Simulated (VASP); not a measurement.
# Ti (P2_1/m) in VASP: a series of runs

Ti is run at these levels: PBE; tasks: single point.

Program: VASP 6.6.1. These are calculated values, not measurements. Logs are shortened: lines on timing, memory, paths and dates and some standing lists are left out, and cuts for length are marked.

## (1) The cell of the first run

It takes space group P2_1/m (No. 11, monoclinic). Conventional cell: a = 2.938 Å, b = 4.651 Å, c = 2.938 Å, α = 90.00°, β = 120.00°, γ = 90.00°. Within 3.7 Å of Ti (site symmetry m) lie 12 Ti at 2.77 to 3.00 Å.

## (2) Single point, PBE (atoms displaced along a vibrational mode)

Contents of INCAR:

```
PREC = Accurate
ENCUT = 520
EDIFF = 1E-7
ISMEAR = 0
SIGMA = 0.15
LREAL = F
LASPH = T
NELM = 60
ALGO = Fast
ISIF = 2
LWAVE = F
LCHARG = F
GGA = PE
NBANDS = 19
```

Contents of KPOINTS:

```
Automatic mesh
0
Gamma
  18 18 10
```

Contents of POSCAR:

```
Ti
1.0
    2.9382568838      0.0000000000      0.0000000000
   -1.4691284419      2.5446051042      0.0000000000
    0.0000000000      0.0000000000      4.6505573013
Ti
2
Direct
    0.2950453264      0.6666666667      0.2500000000
    0.7049546736      0.3333333333      0.7500000000
```

Potentials or basis: VASP PAW PBE potentials, release 64 (Ti_sv).

On the command line:

```bash
$ cat potpaw_PBE.64/Ti_sv/POTCAR > POTCAR
$ mpirun -np 1 vasp_std > vasp.out
```

OUTCAR:

```text
PREC = Accurate
   ENCUT = 520
   EDIFF = 1E-7
   ISMEAR = 0
   LREAL = F
   LASPH = T
   NELM = 60
   ISIF = 2
   GGA = PE

 ion  position               nearest neighbor table
   1  0.295  0.667  0.250-   2 2.77   2 2.77   2 2.89   2 2.89
   2  0.705  0.333  0.750-   1 2.77   1 2.77   1 2.89   1 2.89

  LATTYP: Found a hexagonal cell.
 ALAT       =     2.9382568838
 C/A-ratio  =     1.5827606248

  Lattice vectors:

 A1 = (   2.9382568838,   0.0000000000,   0.0000000000)
 A2 = (  -1.4691284419,   2.5446051042,   0.0000000000)
 A3 = (   0.0000000000,   0.0000000000,   4.6505573013)

Analysis of symmetry for initial positions (statically):
=====================================================================
 Subroutine PRICEL returns:
 Original cell was already a primitive cell.

 Routine SETGRP: Setting up the symmetry group for a
 hexagonal supercell.

 Subroutine GETGRP returns: Found  4 space group operations
 (whereof  2 operations were pure point group operations)
 out of a pool of 24 trial point group operations.

The static configuration has the point symmetry S_2 .
 The point group associated with its full space group is C_2h.

Analysis of symmetry for dynamics (positions and initial velocities):
=====================================================================
 Subroutine PRICEL returns:
 Original cell was already a primitive cell.

 Routine SETGRP: Setting up the symmetry group for a
 hexagonal supercell.

 Subroutine GETGRP returns: Found  4 space group operations
 (whereof  2 operations were pure point group operations)
 out of a pool of 24 trial point group operations.

The dynamic configuration has the point symmetry S_2 .
 The point group associated with its full space group is C_2h.

 Subroutine INISYM returns: Found  4 space group operations
 (whereof  2 operations are pure point group operations),
 and found     1 'primitive' translations

----------------------------------------------------------------------------------------

                                     Primitive cell

  volume of cell :      34.7708

  direct lattice vectors                    reciprocal lattice vectors
     2.938256884  0.000000000  0.000000000     0.340337840  0.196494143  0.000000000
    -1.469128442  2.544605104  0.000000000     0.000000000  0.392988287  0.000000000
     0.000000000  0.000000000  4.650557301     0.000000000  0.000000000  0.215027992

  length of vectors
     2.938256884  2.938256884  4.650557301     0.392988287  0.392988287  0.215027992

  position of ions in fractional coordinates (direct lattice)
     0.295045326  0.666666667  0.250000000
     0.704954674  0.333333333  0.750000000

  ion indices of the primitive-cell ions
   primitive index   ion index
                 1           1
                 2           2

----------------------------------------------------------------------------------------

 KPOINTS: Automatic mesh

Automatic generation of k-mesh.
 Grid dimensions read from file:
 generate k-points for:   18   18   10

 Generating k-lattice:

  Cartesian coordinates                     Fractional coordinates (reciprocal lattice)
     0.018907658  0.010916341  0.000000000     0.055555556  0.000000000  0.000000000
     0.000000000  0.021832683  0.000000000     0.000000000  0.055555556  0.000000000
     0.000000000  0.000000000  0.021502799     0.000000000  0.000000000  0.100000000

  Length of vectors
     0.021832683  0.021832683  0.021502799

  Shift w.r.t. Gamma in fractional coordinates (k-lattice)
     0.000000000  0.000000000  0.000000000

 Subroutine IBZKPT returns following result:
 ===========================================

 Found    984 irreducible k-points:

 Following reciprocal coordinates:
            Coordinates               Weight
  0.000000  0.000000  0.000000      1.000000
  0.055556 -0.000000  0.000000      2.000000
  0.000000  0.055556  0.000000      2.000000
 -0.055556  0.055556  0.000000      2.000000
  0.111111 -0.000000  0.000000      2.000000
  0.000000  0.111111  0.000000      2.000000
[... 16 lines left out ...]
  0.444444 -0.000000  0.000000      2.000000
  0.000000  0.444444  0.000000      2.000000
 [... further k-points ...]
   k-points           NKPTS =    984   k-points in BZ     NKDIM =    984   number of bands    NBANDS=     19
   number of dos      NEDOS =    301   number of ions     NIONS =      2
   total plane-waves  NPLWV =  20736
   dimension x,y,z NGX =    24 NGY =   24 NGZ =   36
   dimension x,y,z NGXF=    48 NGYF=   48 NGZF=   72
   ions per type =               2
   NGX,Y,Z   is equivalent  to a cutoff of  13.58, 13.58, 12.87 a.u.
   NGXF,Y,Z  is equivalent  to a cutoff of  27.16, 27.16, 25.74 a.u.
 SYSTEM =  unknown system
   PREC   = accura    normal or accurate (medium, high low for compatibility)
   ISTART =      0    job   : 0-new  1-cont  2-samecut
   ICHARG =      2    charge: 1-file 2-atom 10-const
   ISPIN  =      1    spin polarized calculation?
   LNONCOLLINEAR =      F non collinear calculations
   LSORBIT =      F    spin-orbit coupling
   LASPH  =      T    aspherical Exc in radial PAW
   ENCUT  =  520.0 eV  38.22 Ry    6.18 a.u.   5.46  5.46  8.65*2*pi/ulx,y,z
   NELM   =     60;   NELMIN=  2; NELMDL= -5     # of ELM steps
   EDIFF  = 0.1E-06   stopping-criterion for ELM
   LREAL  =      F    real-space projection
   EDIFFG = 0.1E-05   stopping-criterion for IOM
   NSW    =      0    number of steps for IOM
   IBRION =     -1    ionic relax: 0-MD 1-quasi-New 2-CG
   NFREE  =      0    steps in history (QN), initial steepest desc. (CG)
   ISIF   =      2    stress and relaxation
   ISYM   =      2    0-nonsym 1-usesym 2-fastsym
   POTIM  = 0.5000    time-step for ionic-motion
   TEBEG  =    0.0;   TEEND  =   0.0 temperature during run
   PSTRESS=    0.0 pullay stress
   NELECT =      24.0000    total number of electrons
   NUPDOWN=      -1.0000    fix difference up-down
   EMIN   =  10.00;   EMAX   =-10.00  energy-range for DOS
   EFERMI =   0.00;   METHOD = LEGACY
   ISMEAR =     0;   SIGMA  =   0.15  broadening in eV -4-tet -1-fermi 0-gaus
   EFERMI_NEDOS =   21; number of points for ismear=-14 and -15
   IALGO  =     68    algorithm
   IMIX   =      4    mixing-type and parameters
     AMIX     =   0.40;   BMIX     =  1.00
     AMIX_MAG =   1.60;   BMIX_MAG =  1.00
  volume/ion in A,a.u.               =      17.39       117.32
  Fermi-wavevector in a.u.,A,eV,Ry     =   1.446795  2.734045 28.479911  2.093214
  Thomas-Fermi vector in A             =   2.564823
   LORBIT       =      0    0 simple, 1 ext, 2 COOP (PROOUT), +10 PAW based schemes
   GGA     = PE    functional components
   LHFCALC =     F    Hartree Fock is set to
   AEXX    =    0.0000 exact exchange contribution
   IVDW    =     0    specifies the selected vdW correction
   LEPSILON=     F    determine dielectric tensor
   LRPA    =     F    only Hartree local field effects (RPA)
 non-spin polarized calculation
 RMM-DIIS sequential band-by-band and
 Gauss-broadening in eV      SIGMA  =   0.15
  energy-cutoff  :      520.00
  volume of cell :       34.77
 maximum number of plane-waves:       965
 NGX is ok and might be reduce to    24
   NGX = 11   NGY = 11   NGZ = 17

 number of electron      24.0000002 magnetization

 Free energy of the ion-electron system (eV)
  ---------------------------------------------------
  ext. energy  EPLUGINS =         0.00000000
  ---------------------------------------------------
  free energy    TOTEN  =       -15.64775981 eV

  energy without entropy =      -15.61945017  energy(sigma->0) =      -15.63360499

 E-fermi :   8.2831     XC(G=0): -11.4904

 val. band max:        8.2822780143   @ k =   0.1667   0.0556   0.3000
 cond. band min:       8.2833190169   @ k =  -0.3889  -0.2778  -0.1000
 fundamental gap:      0.0010410026
 Fermi energy:         8.2830915787

 k-point     1 :       0.0000    0.0000    0.0000
  band No.  band energies     occupation
      1     -48.5286      2.00000
      2     -48.3862      2.00000
      3     -25.1212      2.00000
      4     -24.5056      2.00000
      5     -24.4459      2.00000
      6     -24.4028      2.00000
[... 11 lines left out ...]
     18      10.3857      0.00000
     19      11.0523      0.00000

 k-point     2 :       0.0556   -0.0000    0.0000
  band No.  band energies     occupation
      1     -48.5254      2.00000
      2     -48.3851      2.00000
      3     -25.1137      2.00000
      4     -24.5182      2.00000
      5     -24.4529      2.00000
      6     -24.4044      2.00000
[... 11 lines left out ...]
     18      10.2971      0.00000
     19      11.1346      0.00000

 k-point     3 :       0.0000    0.0556    0.0000
  band No.  band energies     occupation
      1     -48.5256      2.00000
      2     -48.3850      2.00000
      3     -25.1144      2.00000
      4     -24.5151      2.00000
      5     -24.4547      2.00000
      6     -24.4115      2.00000
[... 11 lines left out ...]
     18      10.3214      0.00000
     19      11.1919      0.00000

 k-point     4 :      -0.0556    0.0556    0.0000
  band No.  band energies     occupation
      1     -48.5258      2.00000
      2     -48.3848      2.00000
      3     -25.1155      2.00000
      4     -24.5102      2.00000
      5     -24.4607      2.00000
      6     -24.4152      2.00000
[... 11 lines left out ...]
     18      10.3103      0.00000
     19      11.3509      0.00000

 k-point     5 :       0.1111   -0.0000    0.0000
  band No.  band energies     occupation
      1     -48.5161      2.00000
      2     -48.3822      2.00000
      3     -25.0916      2.00000
      4     -24.5552      2.00000
      5     -24.4709      2.00000
      6     -24.4252      2.00000
[... 11 lines left out ...]
     18      10.0936      0.00000
     19      11.2904      0.00000
[... 334 lines left out ...]
      2     -48.3600      2.00000
      3     -24.8924      2.00000
      4     -24.8747      2.00000
      5     -24.7802      2.00000
      6     -24.5943      2.00000
[... 11 lines left out ...]
     18      11.5834      0.00000
     19      11.6798      0.00000

 k-point    22 :      -0.3889    0.3889    0.0000
  band No.  band energies     occupation
      1     -48.4418      2.00000
      2     -48.3483      2.00000
      3     -24.9326      2.00000
      4     -24.8969      2.00000
      5     -24.7623      2.00000
      6     -24.6162      2.00000
[... 11 lines left out ...]
     18      11.5341      0.00000
     19      11.9302      0.00000

 k-point    23 :       0.4444   -0.0000    0.0000
  band No.  band energies     occupation
      1     -48.4011      2.00000
      2     -48.3762      2.00000
      3     -24.9270      2.00000
      4     -24.8293      2.00000
      5     -24.7547      2.00000
      6     -24.6265      2.00000
[... 11 lines left out ...]
     18      11.8457      0.00000
     19      12.2901      0.00000

 k-point    24 :       0.0000    0.4444    0.0000
  band No.  band energies     occupation
      1     -48.4178      2.00000
      2     -48.3597      2.00000
      3     -24.9333      2.00000
      4     -24.8380      2.00000
      5     -24.8168      2.00000
      6     -24.6060      2.00000
[... 11 lines left out ...]
     18      11.7714      0.00000
     19      12.2034      0.00000

 [... further k-points ...]
[... 5 lines left out ...]
  --------------------------------------------------------------------------------------
  -------------------------------------------------------------------------------------
  Total       -0.0889060     -0.2135008      0.0268337      0.5716321      0.0000000      0.0000000
  in kB       -4.0966289     -9.8377328      1.2364478     26.3397724      0.0000000      0.0000000
  external PRESSURE =      -4.2326380 kB  Pullay stress =       0.0000000 kB

 VOLUME and BASIS-vectors are now :
 -----------------------------------------------------------------------------
  energy-cutoff  :      520.00
  volume of cell :       34.77
      direct lattice vectors                 reciprocal lattice vectors
     2.938256884  0.000000000  0.000000000     0.340337840  0.196494143  0.000000000
    -1.469128442  2.544605104  0.000000000     0.000000000  0.392988287  0.000000000
     0.000000000  0.000000000  4.650557301     0.000000000  0.000000000  0.215027992

 POSITION                                       TOTAL-FORCE (eV/Angst)
 -----------------------------------------------------------------------------------
     -0.11250      1.69640      1.16264         0.299438      0.021735      0.000000
      1.58163      0.84820      3.48792        -0.299438     -0.021735      0.000000
 -----------------------------------------------------------------------------------
    total drift:                                0.000000     -0.000000      0.000000

  FREE ENERGIE OF THE ION-ELECTRON SYSTEM (eV)
  ---------------------------------------------------
  free  energy   TOTEN  =       -15.6477598101 eV

  energy  without entropy=      -15.6194501657  energy(sigma->0) =      -15.63360499
```

It took 17 min on 1 thread of Intel Xeon 6975P-C (Granite Rapids), shared host; peak memory 0.61 GiB.

Results:

| Item | Value |
| --- | --- |
| Free energy | -15.6478 eV |
| Pressure | -0.4 GPa |
| Largest force | 0.300 eV/Å |
| Band gap on the k mesh | zero (bands 12 and 13 overlap by 1.10 eV) |

Forces on the atoms (eV/Å):
```
Ti   0.299  0.022  0.000
Ti  -0.299 -0.022  0.000
```

Levels at points of the mesh, in eV from the Fermi level:
| k point | band 9 | band 10 | band 11 | band 12 | band 13 | band 14 | band 15 | band 16 |
| --- | --- | --- | --- | --- | --- | --- | --- | --- |
| (0.00, 0.00, 0.00) | -6.16 | -2.63 | 0.68 | 0.74 | 0.83 | 0.95 | 1.27 | 1.34 |
| (0.50, 0.00, 0.00) | -2.12 | -2.10 | -1.45 | -0.64 | 0.11 | 0.65 | 1.02 | 3.31 |
| (0.00, 0.50, 0.00) | -2.30 | -2.04 | -1.78 | -0.57 | 0.56 | 0.76 | 1.06 | 3.39 |
| (0.50, 0.50, 0.00) | -2.49 | -2.10 | -2.06 | -0.50 | 0.44 | 1.29 | 1.36 | 3.48 |
| (0.00, 0.00, 0.50) | -4.30 | -4.30 | 0.10 | 0.10 | 0.68 | 0.68 | 0.85 | 0.85 |
| (0.50, 0.00, 0.50) | -2.58 | -2.58 | -0.72 | -0.72 | 1.38 | 1.38 | 1.86 | 1.86 |
| (0.00, 0.50, 0.50) | -2.50 | -2.50 | -0.85 | -0.85 | 1.28 | 1.28 | 2.01 | 2.01 |
| (0.50, 0.50, 0.50) | -2.38 | -2.38 | -0.92 | -0.92 | 1.26 | 1.26 | 1.85 | 1.85 |

Caveat: the cell differs from its parent crystal (atoms displaced along a vibrational mode).

## (3) Single point, PBE (atoms displaced along a vibrational mode, the cell strained)

Contents of INCAR:

```
SYSTEM = Ti
PREC = Accurate
ENCUT = 520
EDIFF = 1E-6
ISMEAR = 0
SIGMA = 0.15
LREAL = .False.
LASPH = .True.
NELM = 60
ALGO = Fast
ISIF = 2
LWAVE = .False.
LCHARG = .False.
GGA = PE
NBANDS = 19
```

Contents of KPOINTS:

```
Automatic mesh
0
Gamma
  18 18 10
  0 0 0
```

Contents of POSCAR:

```
Ti
1.0
    3.0117133059      0.0000000000      0.0000000000
   -1.5058566529      2.6082202318      0.0000000000
    0.0000000000      0.0000000000      4.7668212338
Ti
2
Direct
    0.2950453264      0.6666666667      0.2500000000
    0.7049546736      0.3333333333      0.7500000000
```

Potentials or basis: VASP PAW PBE potentials, release 64 (Ti_sv).

On the command line:

```bash
$ cat potpaw_PBE.64/Ti_sv/POTCAR > POTCAR
$ mpirun -np 1 vasp_std > vasp.out
```

Run time: 55 min. Hardware: 1 thread of Oxide Virtual Turin-like, shared host; peak memory 0.59 GiB.

Results (log left out):

```yaml
Free_energy: -15.5805 eV
Pressure: -7.5 GPa
Largest_force: 0.309 eV/Å
Band_gap_on_the_k_mesh: zero (bands 12 and 13 overlap by 1.01 eV)
```

Forces on the atoms (eV/Å):
```
Ti   0.307  0.028  0.000
Ti  -0.307 -0.028  0.000
```

Stress tensor (GPa, compression positive):
```
-7.48  2.29  0.00
 2.29 -7.97  0.00
 0.00  0.00 -7.04
```

Levels at points of the mesh, in eV from the Fermi level:
```csv
k point,band 9,band 10,band 11,band 12,band 13,band 14,band 15,band 16
"(0.00, 0.00, 0.00)",-5.98,-2.46,0.64,0.65,0.70,0.89,1.17,1.24
"(0.50, 0.00, 0.00)",-2.02,-1.94,-1.32,-0.69,0.10,0.62,0.93,3.01
"(0.00, 0.50, 0.00)",-2.20,-1.85,-1.60,-0.63,0.51,0.72,0.97,3.08
"(0.50, 0.50, 0.00)",-2.38,-1.89,-1.85,-0.57,0.43,1.17,1.24,3.16
"(0.00, 0.00, 0.50)",-4.22,-4.22,0.10,0.10,0.65,0.65,0.80,0.80
"(0.50, 0.00, 0.50)",-2.38,-2.38,-0.64,-0.64,1.18,1.18,1.71,1.71
"(0.00, 0.50, 0.50)",-2.31,-2.31,-0.76,-0.76,1.10,1.10,1.85,1.85
"(0.50, 0.50, 0.50)",-2.20,-2.20,-0.84,-0.84,1.11,1.11,1.70,1.70
```

Caveat: the cell differs from its parent crystal (atoms displaced along a vibrational mode, the cell strained); the cell stands under tension.
